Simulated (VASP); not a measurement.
# Al (Fm-3m) in VASP: a series of runs

The runs below take Al through single point, with PBEsol+D3(BJ).

Everything below comes from runs of VASP 6.6.1. Logs are shortened: lines on timing, memory, paths and dates and some standing lists are left out, and cuts for length are marked.

## (1) The cell of the first run

Symmetry: Fm-3m, No. 225, cubic system. Conventional cell: a = 3.927 Å, b = 3.927 Å, c = 3.927 Å, α = 90.00°, β = 90.00°, γ = 90.00°. Al (site symmetry m-3m) has 12 Al at 2.78 Å within 3.7 Å.

## (2) Single point, PBEsol+D3(BJ) (strain -0.030 along x and y, -0.030 along z)

Input file INCAR:

```
  PREC = Accurate
  ENCUT = 520
  EDIFF = 1E-6
  ISMEAR = 0
  SIGMA = 0.15
  LREAL = F
  LASPH = T
  NELM = 60
  ALGO = Normal
  ISIF = 2
  LWAVE = F
  LCHARG = T
  GGA = PS
  IVDW = 12
  LELF = T
  LVHAR = T
  NBANDS = 8
```

Input file KPOINTS:

```
Automatic mesh
0
Gamma
  20 20 20
```

Input file POSCAR:

```
Al
1.0
    0.0000000000      1.9632606000      1.9632606000
    1.9632606000      0.0000000000      1.9632606000
    1.9632606000      1.9632606000      0.0000000000
Al
1
Direct
    0.0000000000      0.0000000000      0.0000000000
```

Potentials or basis: VASP PAW PBE potentials, release 64 (Al).

On the command line:

```
cat potpaw_PBE.64/Al/POTCAR > POTCAR
mpirun -np 1 vasp_std > vasp.out
```

OUTCAR:

```text
PREC = Accurate
   ENCUT = 520
   EDIFF = 1E-6
   ISMEAR = 0
   LREAL = F
   LASPH = T
   NELM = 60
   ISIF = 2
   GGA = PS
   IVDW = 12
 IVDW          = 12

 ion  position               nearest neighbor table
   1  0.000  0.000  0.000-

  LATTYP: Found a face centered cubic cell.
 ALAT       =     3.9265212000

  Lattice vectors:

 A1 = (   0.0000000000,   1.9632606000,   1.9632606000)
 A2 = (   1.9632606000,   0.0000000000,   1.9632606000)
 A3 = (   1.9632606000,   1.9632606000,   0.0000000000)

Analysis of symmetry for initial positions (statically):
=====================================================================
 Subroutine PRICEL returns:
 Original cell was already a primitive cell.

 Routine SETGRP: Setting up the symmetry group for a
 face centered cubic supercell.

 Subroutine GETGRP returns: Found 48 space group operations
 (whereof 48 operations were pure point group operations)
 out of a pool of 48 trial point group operations.

The static configuration has the point symmetry O_h .

Analysis of symmetry for dynamics (positions and initial velocities):
=====================================================================
 Subroutine PRICEL returns:
 Original cell was already a primitive cell.

 Routine SETGRP: Setting up the symmetry group for a
 face centered cubic supercell.

 Subroutine GETGRP returns: Found 48 space group operations
 (whereof 48 operations were pure point group operations)
 out of a pool of 48 trial point group operations.

The dynamic configuration has the point symmetry O_h .

 Subroutine INISYM returns: Found 48 space group operations
 (whereof 48 operations are pure point group operations),
 and found     1 'primitive' translations

----------------------------------------------------------------------------------------

                                     Primitive cell

  volume of cell :      15.1344

  direct lattice vectors                    reciprocal lattice vectors
     0.000000000  1.963260600  1.963260600    -0.254678365  0.254678365  0.254678365
     1.963260600  0.000000000  1.963260600     0.254678365 -0.254678365  0.254678365
     1.963260600  1.963260600  0.000000000     0.254678365  0.254678365 -0.254678365

  length of vectors
     2.776469767  2.776469767  2.776469767     0.441115868  0.441115868  0.441115868

  position of ions in fractional coordinates (direct lattice)
     0.000000000  0.000000000  0.000000000

  ion indices of the primitive-cell ions
   primitive index   ion index
                 1           1

[... 77 lines left out ...]
   ISIF   =      2    stress and relaxation
   ISYM   =      2    0-nonsym 1-usesym 2-fastsym
   POTIM  = 0.5000    time-step for ionic-motion
   TEBEG  =    0.0;   TEEND  =   0.0 temperature during run
   PSTRESS=    0.0 pullay stress
   NELECT =       3.0000    total number of electrons
   NUPDOWN=      -1.0000    fix difference up-down
   EMIN   =  10.00;   EMAX   =-10.00  energy-range for DOS
   EFERMI =   0.00;   METHOD = LEGACY
   ISMEAR =     0;   SIGMA  =   0.15  broadening in eV -4-tet -1-fermi 0-gaus
   EFERMI_NEDOS =   21; number of points for ismear=-14 and -15
   IALGO  =     38    algorithm
   IMIX   =      4    mixing-type and parameters
     AMIX     =   0.40;   BMIX     =  1.00
     AMIX_MAG =   1.60;   BMIX_MAG =  1.00
  volume/ion in A,a.u.               =      15.13       102.13
  Fermi-wavevector in a.u.,A,eV,Ry     =   0.954540  1.803818 12.396893  0.911146
  Thomas-Fermi vector in A             =   2.083296
   LORBIT       =      0    0 simple, 1 ext, 2 COOP (PROOUT), +10 PAW based schemes
   GGA     = PS    functional components
   LHFCALC =     F    Hartree Fock is set to
   AEXX    =    0.0000 exact exchange contribution
   IVDW    =    12    specifies the selected vdW correction
   LEPSILON=     F    determine dielectric tensor
   LRPA    =     F    only Hartree local field effects (RPA)
 non-spin polarized calculation
 Gauss-broadening in eV      SIGMA  =   0.15
  energy-cutoff  :      520.00
  volume of cell :       15.13
 maximum number of plane-waves:       420
 NGX is ok and might be reduce to    24
   NGX = 11   NGY = 11   NGZ = 11

 number of electron       3.0000000 magnetization

 Free energy of the ion-electron system (eV)
  ---------------------------------------------------
  ext. energy  EPLUGINS =         0.00000000
  ---------------------------------------------------
  free energy    TOTEN  =        -4.07431317 eV

  energy without entropy =       -4.07001744  energy(sigma->0) =       -4.07216531

 E-fermi :   8.9182     XC(G=0): -10.5762

 val. band max:        8.8983164454   @ k =  -0.4000   0.4000   0.1000
 cond. band min:       8.9277998389   @ k =  -0.3000   0.2500   0.0000
 fundamental gap:      0.0294833935
 Fermi energy:         8.9182151509

 k-point     1 :       0.0000    0.0000    0.0000
  band No.  band energies     occupation
      1      -2.8609      2.00000
      2      21.9602      0.00000
      3      21.9602      0.00000
      4      21.9602      0.00000
      5      24.1309      0.00000
      6      24.1309      0.00000
      7      24.1309      0.00000
      8      26.0062      0.00000
[... 243 lines left out ...]
 k-point    24 :      -0.3500    0.0500    0.0000
  band No.  band energies     occupation
      1       1.0138      2.00000
      2       8.3075      2.00000
      3      18.7283      0.00000
      4      21.2615      0.00000
      5      21.6339      0.00000
      6      22.9151      0.00000
      7      24.6555      0.00000
      8      27.3882      0.00000

 [... further k-points ...]

------------------------ aborting loop because EDIFF is reached ----------------------------------------

 Edisp (eV)   -0.34657

 E8    (eV) :    -0.2334

  FORCE on cell =-STRESS in cart. coord.  units (eV):
  Direction    XX          YY          ZZ          XY          YZ          ZX
  --------------------------------------------------------------------------------------
  -------------------------------------------------------------------------------------
  Total       0.25237     0.25237     0.25237    -0.00000     0.00000     0.00000
  in kB      26.71664    26.71664    26.71664    -0.00000     0.00000     0.00000
  external pressure =       26.72 kB  Pullay stress =        0.00 kB

 VOLUME and BASIS-vectors are now :
 -----------------------------------------------------------------------------
  energy-cutoff  :      520.00
  volume of cell :       15.13
      direct lattice vectors                 reciprocal lattice vectors
     0.000000000  1.963260600  1.963260600    -0.254678365  0.254678365  0.254678365
     1.963260600  0.000000000  1.963260600     0.254678365 -0.254678365  0.254678365
     1.963260600  1.963260600  0.000000000     0.254678365  0.254678365 -0.254678365

 POSITION                                       TOTAL-FORCE (eV/Angst)
 -----------------------------------------------------------------------------------
      0.00000      0.00000      0.00000         0.000000     -0.000000     -0.000000
 -----------------------------------------------------------------------------------
    total drift:                               -0.000000      0.000000      0.000000

  FREE ENERGIE OF THE ION-ELECTRON SYSTEM (eV)
  ---------------------------------------------------
  free  energy   TOTEN  =        -4.4208856517 eV

  energy  without entropy=       -4.4165899184  energy(sigma->0) =       -4.41873779
```

OSZICAR:

```text
N       E                     dE             d eps       ncg     rms          rms(c)
DAV:   1    -0.255617149538E+01   -0.25562E+01   -0.88861E+02  4104   0.206E+02
DAV:   2    -0.409661709044E+01   -0.15404E+01   -0.14714E+01  5784   0.196E+01
DAV:   3    -0.410472980102E+01   -0.81127E-02   -0.81108E-02  5224   0.157E+00
DAV:   4    -0.410474837850E+01   -0.18577E-04   -0.18577E-04  6512   0.660E-02
DAV:   5    -0.410474842733E+01   -0.48830E-07   -0.48793E-07  5240   0.176E-03    0.156E+00
DAV:   6    -0.408659531162E+01    0.18153E-01   -0.17648E-03  5672   0.177E-01    0.882E-01
DAV:   7    -0.407433260204E+01    0.12263E-01   -0.49085E-03  5408   0.285E-01    0.191E-01
DAV:   8    -0.407431375159E+01    0.18850E-04   -0.20618E-05  6064   0.298E-02    0.219E-02
DAV:   9    -0.407431317487E+01    0.57672E-06   -0.25498E-07  5672   0.251E-03
   1 F= -.44208857E+01 E0= -.44187378E+01  d E =-.429573E-02
```

stdout:

```text
POSCAR found type information on POSCAR Al
 POSCAR found :  1 types and       1 ions
 scaLAPACK will be used
 -----------------------------------------------------------------------------
|                                                                             |
|                                                                             |
|     You enforced a specific xc type in the INCAR file but a different       |
|     I HOPE YOU KNOW WHAT YOU ARE DOING!                                     |
|                                                                             |
 -----------------------------------------------------------------------------

 LDA part: xc-table for (Slater+PW92), standard interpolation
 POSCAR, INCAR and KPOINTS ok, starting setup
 FFT: planning ... GRIDC
 FFT: planning ... GRID_SOFT
 FFT: planning ... GRID
 WAVECAR not read
 entering main loop
```

It took 15 s on 1 thread of Intel Xeon 8259CL, shared host; peak memory 0.16 GiB.

What came out:

| Property | Result |
| --- | --- |
| Free energy | -4.4209 eV |
| Pressure | 2.7 GPa |
| Band gap on the k mesh | zero (an odd number of electrons rules out a gap without spin polarisation) |
| Dispersion energy per atom | -0.347 eV |

Caveat: the cell differs from its parent crystal (strain -0.030 along x and y, -0.030 along z); the PAW data sets were made with another functional, which shifts forces and pressure a little.

## (3) Single point, PBEsol+D3(BJ) (strain -0.015 along x and y, -0.015 along z)

Input file INCAR:

```
SYSTEM = Al
ALGO     = Normal         ! electronic algorithm
EDIFF    = 1E-7           ! SCF threshold, eV
ENCUT    = 520            ! plane-wave cutoff, eV
GGA      = PS             ! functional
ISIF     = 2              ! what is computed and relaxed
ISMEAR   = 0              ! smearing method
IVDW     = 12             ! dispersion correction
LASPH    = .TRUE.         ! aspherical terms in the spheres
LCHARG   = .FALSE.        ! write CHGCAR
LREAL    = .FALSE.        ! projectors in reciprocal space
LWAVE    = .FALSE.        ! write WAVECAR
NBANDS   = 8              ! bands
NELM     = 80             ! most SCF steps
PREC     = Accurate       ! precision mode
SIGMA    = 0.15           ! smearing width, eV
```

Input file KPOINTS:

```
k-points
0
G
  20 20 20
  0 0 0
```

Input file POSCAR:

```
Al
1.0
    0.0000000000      1.9936203000      1.9936203000
    1.9936203000      0.0000000000      1.9936203000
    1.9936203000      1.9936203000      0.0000000000
Al
1
Direct
    0.0000000000      0.0000000000      0.0000000000
```

Potentials or basis: VASP PAW PBE potentials, release 64 (Al).

On the command line:

```
cat potpaw_PBE.64/Al/POTCAR > POTCAR
mpirun -np 1 vasp_std > vasp.out
```

OUTCAR:

```text
SYSTEM = Al
   EDIFF = 1E-7
   ENCUT = 520
   GGA = PS
   ISIF = 2
   ISMEAR = 0
   IVDW = 12
   LASPH = .TRUE.
   LREAL = .FALSE.
   NELM = 80
   PREC = Accurate
 IVDW          = 12

 ion  position               nearest neighbor table
   1  0.000  0.000  0.000-

  LATTYP: Found a face centered cubic cell.
 ALAT       =     3.9872406000

  Lattice vectors:

 A1 = (   0.0000000000,   1.9936203000,   1.9936203000)
 A2 = (   1.9936203000,   0.0000000000,   1.9936203000)
 A3 = (   1.9936203000,   1.9936203000,   0.0000000000)

Analysis of symmetry for initial positions (statically):
=====================================================================
 Subroutine PRICEL returns:
 Original cell was already a primitive cell.

 Routine SETGRP: Setting up the symmetry group for a
 face centered cubic supercell.

 Subroutine GETGRP returns: Found 48 space group operations
 (whereof 48 operations were pure point group operations)
 out of a pool of 48 trial point group operations.

The static configuration has the point symmetry O_h .

Analysis of symmetry for dynamics (positions and initial velocities):
=====================================================================
[... 163 lines left out ...]

 k-point     1 :       0.0000    0.0000    0.0000
  band No.  band energies     occupation
      1      -3.0353      2.00000
      2      21.1955      0.00000
      3      21.1955      0.00000
      4      21.1955      0.00000
      5      22.9976      0.00000
      6      22.9976      0.00000
      7      22.9976      0.00000
      8      25.1566      0.00000
[... 243 lines left out ...]
 k-point    24 :      -0.3500    0.0500    0.0000
  band No.  band energies     occupation
      1       0.7280      2.00000
      2       7.8175      2.00000
      3      17.9351      0.00000
      4      20.5240      0.00000
      5      20.6144      0.00000
      6      21.9851      0.00000
      7      23.6974      0.00000
      8      26.3326      0.00000

 [... further k-points ...]

------------------------ aborting loop because EDIFF is reached ----------------------------------------

 Edisp (eV)   -0.33074

 E8    (eV) :    -0.2227

  FORCE on cell =-STRESS in cart. coord.  units (eV):
  Direction    XX          YY          ZZ          XY          YZ          ZX
  --------------------------------------------------------------------------------------
  -------------------------------------------------------------------------------------
  Total      -0.15822    -0.15822    -0.15822     0.00000     0.00000    -0.00000
  in kB     -15.99642   -15.99642   -15.99642     0.00000     0.00000    -0.00000
  external pressure =      -16.00 kB  Pullay stress =        0.00 kB

 VOLUME and BASIS-vectors are now :
 -----------------------------------------------------------------------------
  energy-cutoff  :      520.00
  volume of cell :       15.85
      direct lattice vectors                 reciprocal lattice vectors
     0.000000000  1.993620300  1.993620300    -0.250800014  0.250800014  0.250800014
     1.993620300  0.000000000  1.993620300     0.250800014 -0.250800014  0.250800014
     1.993620300  1.993620300  0.000000000     0.250800014  0.250800014 -0.250800014

 POSITION                                       TOTAL-FORCE (eV/Angst)
 -----------------------------------------------------------------------------------
      0.00000      0.00000      0.00000         0.000000     -0.000000     -0.000000
 -----------------------------------------------------------------------------------
    total drift:                                0.000000     -0.000000     -0.000000

  FREE ENERGIE OF THE ION-ELECTRON SYSTEM (eV)
  ---------------------------------------------------
  free  energy   TOTEN  =        -4.4228839061 eV

  energy  without entropy=       -4.4181713530  energy(sigma->0) =       -4.42052763
```

OSZICAR:

```text
N       E                     dE             d eps       ncg     rms          rms(c)
DAV:   1    -0.268285349931E+01   -0.26829E+01   -0.90330E+02  4128   0.208E+02
DAV:   2    -0.411436270801E+01   -0.14315E+01   -0.14000E+01  5872   0.189E+01
DAV:   3    -0.412146960467E+01   -0.71069E-02   -0.70987E-02  5176   0.146E+00
DAV:   4    -0.412148647678E+01   -0.16872E-04   -0.16873E-04  6496   0.621E-02
DAV:   5    -0.412148652410E+01   -0.47320E-07   -0.46621E-07  5272   0.158E-03    0.147E+00
DAV:   6    -0.410398453200E+01    0.17502E-01   -0.20207E-03  5584   0.188E-01    0.832E-01
DAV:   7    -0.409216588191E+01    0.11819E-01   -0.55514E-03  5400   0.302E-01    0.177E-01
DAV:   8    -0.409214924707E+01    0.16635E-04   -0.20445E-05  6016   0.304E-02    0.138E-02
DAV:   9    -0.409214855300E+01    0.69407E-06   -0.32033E-07  5816   0.266E-03    0.756E-04
DAV:  10    -0.409214834809E+01    0.20492E-06   -0.31309E-09  5408   0.356E-04    0.361E-04
DAV:  11    -0.409214834581E+01    0.22790E-08   -0.72458E-11  3008   0.466E-05
   1 F= -.44228839E+01 E0= -.44205276E+01  d E =-.471255E-02
```

stdout:

```text
POSCAR found type information on POSCAR Al
 POSCAR found :  1 types and       1 ions
 scaLAPACK will be used
 -----------------------------------------------------------------------------
|                                                                             |
|                                                                             |
|     You enforced a specific xc type in the INCAR file but a different       |
|     I HOPE YOU KNOW WHAT YOU ARE DOING!                                     |
|                                                                             |
 -----------------------------------------------------------------------------

 LDA part: xc-table for (Slater+PW92), standard interpolation
 POSCAR, INCAR and KPOINTS ok, starting setup
 FFT: planning ... GRIDC
 FFT: planning ... GRID_SOFT
 FFT: planning ... GRID
 WAVECAR not read
 entering main loop
```

Run time: 19 s. Hardware: 1 thread of Intel Xeon 8259CL, shared host; peak memory 0.16 GiB.

Results:

```
Free energy                : -4.4229 eV
Pressure                   : -1.6 GPa
Band gap on the k mesh     : zero (an odd number of electrons rules out a gap without spin polarisation)
Dispersion energy per atom : -0.331 eV
```

Caveat: the cell differs from its parent crystal (strain -0.015 along x and y, -0.015 along z); the PAW data sets were made with another functional, which shifts forces and pressure a little.

[end of part 1 of 2]

The gap in the log of VASP goes by the Fermi energy; the results here count the filled bands.